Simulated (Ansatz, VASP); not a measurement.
# CdS: VASP beside Ansatz

Contents of INCAR:

```
PREC = Accurate
ENCUT = 520
EDIFF = 1E-6
ISMEAR = 0
SIGMA = 0.05
LREAL = F
LASPH = T
NELM = 60
ALGO = Normal
ISIF = 2
LWAVE = F
LCHARG = F
GGA = PE
NBANDS = 16
```

File KPOINTS:

```
Automatic mesh
0
Gamma
  8 8 8
```

File POSCAR:

```
CdS
1.0
    0.0000000000      3.0264000000      3.0264000000
    3.0264000000      0.0000000000      3.0264000000
    3.0264000000      3.0264000000      0.0000000000
Cd S
1 1
Direct
    0.0000000000      0.0000000000      0.0000000000
    0.7500000000      0.7500000000      0.7500000000
```

Input for Ansatz:

```yaml
crystal:
  lattice:
    - [0.0, 3.0264, 3.0264]
    - [3.0264, 0.0, 3.0264]
    - [3.0264, 3.0264, 0.0]
  atoms:
    - { symbol: Cd, position: [0.0, 0.0, 0.0] }
    - { symbol: S, position: [0.75, 0.75, 0.75] }
basis:
  ecutwfc: 420
kpoints:
  mp_grid: { grid: [8, 8, 8] }
hamiltonian:
  xc: pbe
scf:
  occupations: { method: gaussian, width: 0.05 }
output:
  forces: true
  stress: true
  eigenvalues: true
```

Change from the starting cell: strain +0.040 along x and y, +0.040 along z, atoms carried along.

Alike in both runs: task single point; functional PBE; k mesh 8 × 8 × 8; occupations gaussian, width 0.05 eV; no spin polarisation.

```csv
,VASP,Ansatz
version,VASP 6.6.1,Ansatz 0.2.0
potentials or method,"VASP PAW PBE potentials, release 64 (Cd, S), cutoff 520 eV","scalar-relativistic, plane waves, PAW"
valence electrons in the cell,18,26
```

```csv
,VASP,Ansatz,Ansatz less VASP
gap on the k mesh at the Fermi level (eV),0.90,0.90,0.000
least direct gap on the mesh (eV),0.90,0.90,0.000
pressure (GPa),-2.7,-2.9,-0.22
```

With one functional, cell and mesh, what is left measures potentials, basis and numerics. VASP's potentials hold 18 valence electrons a cell and Ansatz's 26, so a difference there can come from the potentials and not from the codes.
